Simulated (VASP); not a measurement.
The system is InAs.

```
CELL_PARAMETERS angstrom
0.00000 3.05459 3.05459
3.05459 0.00000 3.05459
3.05459 3.05459 0.00000
ATOMIC_POSITIONS crystal
In 0.00000 0.00000 0.00000
As 0.25000 0.25000 0.25000
```

Base run:

| Quantity | Value |
| --- | --- |
| Program | VASP 6.6.1 |
| Functional | r2SCAN |
| Potentials or basis | VASP PAW PBE potentials, release 64 (In_d, As) |
| Cutoff | 550 eV |
| k mesh | 8 × 8 × 8 |
| Occupations | fermi-dirac, width 0.02 eV |
| Spin | no spin polarisation |

Its results: band gap on the k mesh 0.08 eV; pressure 0.0 GPa.

The run is repeated on the same cell with these changes: functional from r2SCAN to LDA; potentials or basis from VASP PAW PBE potentials, release 64 (In_d, As) to VASP PAW LDA potentials, release 64 (In_d, As); cutoff from 550 eV to 500 eV. What comes out?

Band gap on the k mesh zero (filled and empty bands touch); pressure -2.1 GPa.

Caveats: semilocal functionals underestimate gaps, and a narrow one can read as zero; spin-orbit coupling is left out, which moves the levels of the heavy elements; the PAW data sets were made with another functional, which shifts forces and pressure a little (at least some runs).

